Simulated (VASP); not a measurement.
Crystal: GdN.

```
Gd N
1.0
     0.00000    2.49950    2.49950
     2.49950    0.00000    2.49950
     2.49950    2.49950    0.00000
Gd N
1 1
Direct
  0.50000 0.50000 0.50000
  0.00000 0.00000 0.00000
```

Program: VASP 6.6.1. Alike in all runs: task single point; potentials or basis VASP PAW PBE potentials, release 64 (Gd, N); spin collinear, ferromagnetic start; cell as given; cutoff (eV) 520; smearing gaussian 0.05 eV.

Question: Order these runs on this cell by their pressure, lowest first.
A. level PBE+U; U Gd f U = 6.0 eV; k mesh 5 × 5 × 5
B. level PBEsol+U; U Gd f U = 6.0 eV; k mesh 8 × 8 × 8
C. level r2SCAN+U; U Gd f U = 4.0 eV; k mesh 8 × 8 × 8

Answer: B (-4.6 GPa), C (-1.1 GPa), A (0.8 GPa).

Caveats: some runs use coarse meshes; a cell with one magnetic atom can't hold antiferromagnetic order, which such compounds often take; the PAW data sets were made with another functional, which shifts forces and pressure a little (some runs).
